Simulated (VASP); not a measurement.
Set up this calculation in VASP 6.6.1, as the native input.

```yaml
Task: electric field gradients
Functional: PBE
Potentials_or_basis: VASP PAW PBE potentials, release 64 (Mn_pv)
Cutoff: 520 eV
k_mesh: 19 × 19 × 19
Occupations: fermi-dirac, width 0.03 eV
Spin: collinear spin, ferromagnetic start
Starting_moments: "[4.0] μB"
Dipole_correction: no
Further_INCAR_settings: ALGO = Normal; EDIFF = 1e-08; NBANDS = 16
```

The structure of Mn lies in POSCAR:

```
Mn
1.0
   -1.5532319823      1.5532319823      1.5532319823
    1.5532319823     -1.5532319823      1.5532319823
    1.5532319823      1.5532319823     -1.5532319823
Mn
1
Direct
    0.0000000000      0.0000000000      0.0000000000
```

This isn't the form of Mn at room conditions, which is a 58-atom cubic cell.

These files were run (other wordings do the same):

INCAR

```
SYSTEM = Mn
  PREC = Accurate
  ENCUT = 520
  EDIFF = 1E-8
  ISMEAR = -1
  SIGMA = 0.03
  LREAL = .FALSE.
  LASPH = .TRUE.
  NELM = 150
  ALGO = Normal
  ISIF = 2
  LWAVE = .FALSE.
  LCHARG = .FALSE.
  ISPIN = 2
  MAGMOM = 4
  LORBIT = 11
  LMAXMIX = 4
  GGA = PE
  LEFG = .TRUE.
  NBANDS = 16
```

KPOINTS

```
Automatic mesh
0
G
  19 19 19
  0 0 0
```

Potentials or basis: VASP PAW PBE potentials, release 64 (Mn_pv).

Command:

```bash
$ cat potpaw_PBE.64/Mn_pv/POTCAR > POTCAR
$ mpirun -np 1 vasp_std > vasp.out
```

It gave:

```
Pressure                                              : -3.3 GPa
Net moment                                            : 3.49 μB per cell
Site moments                                          : Mn +3.39 μB
Largest electric field gradient by atom               : under 0.05 V/Å² on every atom
Valence electrons inside the program's atomic spheres : Mn 11.54
```

Caveat: the cell stands under tension.

Wall time 120 s on 1 thread of Intel(R) Xeon(R) Platinum 8124M CPU @ 3.00GHz (Skylake/Cascade Lake), on a shared host, peak memory 0.19 GiB.
